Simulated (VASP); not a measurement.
A run of VASP 6.6.1:

Contents of INCAR:

```
  PREC = Accurate
  ENCUT = 520
  EDIFF = 1E-6
  ISMEAR = -1
  SIGMA = 0.05
  LREAL = Auto
  LASPH = True
  NELM = 150
  ALGO = Normal
  ISIF = 2
  LWAVE = False
  LCHARG = False
  ISPIN = 2
  MAGMOM = 0 0 0 0 0 0 0 0 0 0 0 0 0 0 0 0 0 0 0 0 0 0 0 0 0 0 0 0 0 0 0 0 0 0 0 0 0 0 0.75 0 0.75 0 0 0 0 0 0 0 0 0.75 0 0 0 0 0 0 0 0 0 0.75 0 0 0
  LORBIT = 11
  GGA = PS
  NELECT = 255.0
  ISYM = 0
  NBANDS = 168
```

KPOINTS

```
Automatic mesh
0
Gamma
  1 1 1
  0.25 0.25 0.25
```

File POSCAR:

```
Al31N32
1.0
    8.7554440000      0.0000000000      0.0000000000
    0.0000000000      8.7554440000      0.0000000000
    0.0000000000      0.0000000000      8.7554440000
Al N
31 32
Direct
    0.9995690000      0.9997510000      0.9995560000
    0.9994880000      0.9997280000      0.5001020000
    0.9995130000      0.5002170000      0.9994580000
    0.9993650000      0.4999280000      0.4997750000
    0.5000270000      0.9997140000      0.9994450000
    0.4997560000      0.9995930000      0.4997660000
    0.4997530000      0.4999300000      0.9993580000
    0.2497480000      0.2499090000      0.9986120000
    0.2507820000      0.2509350000      0.5003700000
    0.2499300000      0.7496160000      0.0002760000
    0.2514820000      0.7481820000      0.4997160000
    0.7494260000      0.2500830000      0.0002670000
    0.7479270000      0.2518500000      0.4996340000
    0.7495650000      0.7497760000      0.9982240000
    0.7465880000      0.7467530000      0.5027020000
    0.2497700000      0.9988900000      0.2498250000
    0.2499380000      0.0004460000      0.7494190000
    0.2504420000      0.5000810000      0.2504910000
    0.2516380000      0.4994870000      0.7480350000
    0.7494260000      0.0004960000      0.2499370000
    0.7495010000      0.9985030000      0.7494990000
    0.7482430000      0.4997480000      0.2513360000
    0.7465700000      0.5028680000      0.7467060000
    0.9987030000      0.2499140000      0.2498260000
    0.0003200000      0.2501080000      0.7494350000
    0.0002930000      0.7496040000      0.2499290000
    0.9982430000      0.7497160000      0.7495180000
    0.5000180000      0.2507350000      0.2505290000
    0.4992350000      0.2519090000      0.7479590000
    0.4997270000      0.7484000000      0.2513200000
    0.5027360000      0.7466960000      0.7466570000
    0.1246210000      0.1247900000      0.1246690000
    0.1232460000      0.1233900000      0.6247550000
    0.1232550000      0.6249910000      0.1232820000
    0.1240530000      0.6256600000      0.6255230000
    0.6247740000      0.1234290000      0.1232750000
    0.6254510000      0.1242950000      0.6255000000
    0.6255430000      0.6257080000      0.1239970000
    0.6358800000      0.6359640000      0.6358100000
    0.3740780000      0.3742750000      0.1237240000
    0.3610810000      0.3613980000      0.6375380000
    0.3748700000      0.8765040000      0.1234460000
    0.3743510000      0.8758320000      0.6255500000
    0.8763280000      0.3750400000      0.1234360000
    0.8757080000      0.3744770000      0.6255770000
    0.8750120000      0.8752200000      0.1246710000
    0.8766550000      0.8768840000      0.6245650000
    0.3741270000      0.1240000000      0.3741470000
    0.3748740000      0.1235690000      0.8763010000
    0.3607790000      0.6380680000      0.3605300000
    0.3742790000      0.6257260000      0.8757590000
    0.8762090000      0.1236840000      0.3748810000
    0.8750190000      0.1248350000      0.8750230000
    0.8757350000      0.6257240000      0.3742930000
    0.8767080000      0.6247660000      0.8767210000
    0.1237980000      0.3742900000      0.3741490000
    0.1233630000      0.3750670000      0.8763600000
    0.1234800000      0.8764210000      0.3748590000
    0.1246550000      0.8751950000      0.8750110000
    0.6377250000      0.3611910000      0.3606800000
    0.6255350000      0.3744570000      0.8757700000
    0.6255610000      0.8758910000      0.3743160000
    0.6245590000      0.8768860000      0.8766860000
```

Potentials or basis: VASP PAW PBE potentials, release 64 (Al, N).

Command:

```console
$ cat potpaw_PBE.64/Al/POTCAR potpaw_PBE.64/N/POTCAR > POTCAR
$ mpirun -np 1 vasp_std > vasp.out
```

Hardware: 1 thread of AMD EPYC 9755 128-Core Processor (shared host).

Task: How long does it take, and how much memory?

Result: Wall time 65 min on 1 thread of AMD EPYC 9755 128-Core Processor, on a shared host, peak memory 1.2 GiB. Counts: scf iterations 21, k points 4.
